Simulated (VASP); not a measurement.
Al, 8 atoms in the cell. The typed cell holds 8 atoms: a = 5.608 Å, b = 4.628 Å, c = 5.066 Å, α = 90.01°, β = 90.01°, γ = 93.41°. 

- Program: VASP 6.6.1
- Task: single point
- Functional: PBEsol
- Potentials or basis: VASP PAW PBE potentials, release 64 (Al)
- Cutoff: 520 eV
- k mesh: 4 × 4 × 4
- Occupations: gaussian, width 0.1 eV
- Spin: no spin polarisation
- Dipole correction: no
- Further INCAR settings: ALGO = Normal; EDIFF = 1e-06; NBANDS = 22

Potentials or basis: VASP PAW PBE potentials, release 64 (Al).

Run with:

```bash
$ cat potpaw_PBE.64/Al/POTCAR > POTCAR
$ mpirun -np 1 vasp_std > vasp.out
```

Hardware: 1 thread of Intel Xeon 8259CL (shared host).

**Question.** Estimate the wall time of this run.

**Answer.** Wall time 110 s on 1 thread of Intel Xeon 8259CL (shared host), peak memory 0.26 GiB. Counts: scf iterations 11, k points 36.
